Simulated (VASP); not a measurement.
**Au: single point with LDA**

Au:

```
Au
1.0
     0.00000    2.50306    2.50306
     2.50306    0.00000    2.50306
     2.50306    2.50306    0.00000
Au
2
Direct
  0.87500 0.87500 0.87500
  0.12500 0.12500 0.12500
```

```
Program                : VASP 6.6.1
Task                   : single point
Functional             : LDA
Potentials or basis    : VASP PAW LDA potentials, release 64 (Au)
Cutoff                 : 520 eV
k mesh                 : 14 × 14 × 14
Occupations            : fermi-dirac, width 0.05 eV
Spin                   : no spin polarisation
Dipole correction      : no
Further INCAR settings : ALGO = Normal; EDIFF = 1e-07; NBANDS = 18
```

```
Pressure               : 167.5 GPa
Band gap on the k mesh : zero (band 11 reaches 11.95 eV, above the bottom of band 12 at 11.17 eV)
```

Levels at points of the mesh, in eV from the Fermi level:
```csv
k point,band 9,band 10,band 11,band 12,band 13,band 14
"(0.00, 0.00, 0.00)",-4.37,-1.16,-1.16,11.43,11.55,12.88
"(0.50, 0.00, 0.00)",-3.46,-1.88,-1.88,-0.04,9.42,9.71
"(0.50, 0.50, 0.00)",-1.48,-1.48,0.65,0.65,3.25,3.25
```

Run time: 41 s on 1 thread of Intel(R) Xeon(R) Platinum 8375C CPU @ 2.90GHz (Ice Lake), on a shared host, peak memory 0.17 GiB.

Caveat: spin-orbit coupling is left out, which moves the levels of the heavy elements.
